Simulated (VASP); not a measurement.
## Sb: single point with LDA

The system is Sb.

```
Sb
1.0
     0.00000    3.00280    3.00280
     3.00280    0.00000    3.00280
     3.00280    3.00280    0.00000
Sb
2
Direct
  0.00000 0.00000 0.00000
  0.25000 0.25000 0.25000
```

```json
{
 "Program": "VASP 6.6.1",
 "Task": "single point",
 "Functional": "LDA",
 "Potentials or basis": "VASP PAW LDA potentials, release 64 (Sb)",
 "Cutoff": "520 eV",
 "k mesh": "6 × 6 × 6",
 "Occupations": "fermi-dirac, width 0.05 eV",
 "Spin": "no spin polarisation",
 "Dipole correction": "no",
 "Further INCAR settings": "ALGO = Normal; EDIFF = 1e-07; NBANDS = 12"
}
```

```yaml
Pressure: 30.9 GPa
Band_gap_on_the_k_mesh: zero (band 5 reaches 9.35 eV, above the bottom of band 6 at 7.59 eV)
```

Levels at points of the mesh, in eV from the Fermi level:
| k point | band 2 | band 3 | band 4 | band 5 | band 6 | band 7 | band 8 | band 9 |
| --- | --- | --- | --- | --- | --- | --- | --- | --- |
| (0.00, 0.00, 0.00) | -3.24 | -2.93 | -2.93 | -2.93 | -0.28 | -0.28 | -0.28 | 3.36 |
| (0.50, 0.00, 0.00) | -10.16 | -4.28 | -4.28 | -2.60 | 1.01 | 1.01 | 3.97 | 7.05 |
| (0.50, 0.50, 0.00) | -11.64 | -5.79 | -5.79 | -1.65 | -1.65 | 6.08 | 6.08 | 8.11 |

Wall time 5.5 s on 1 thread of Intel Xeon 6975P-C, on a shared host, peak memory 0.15 GiB.

Caveat: spin-orbit coupling is left out, which moves the levels of the heavy elements.
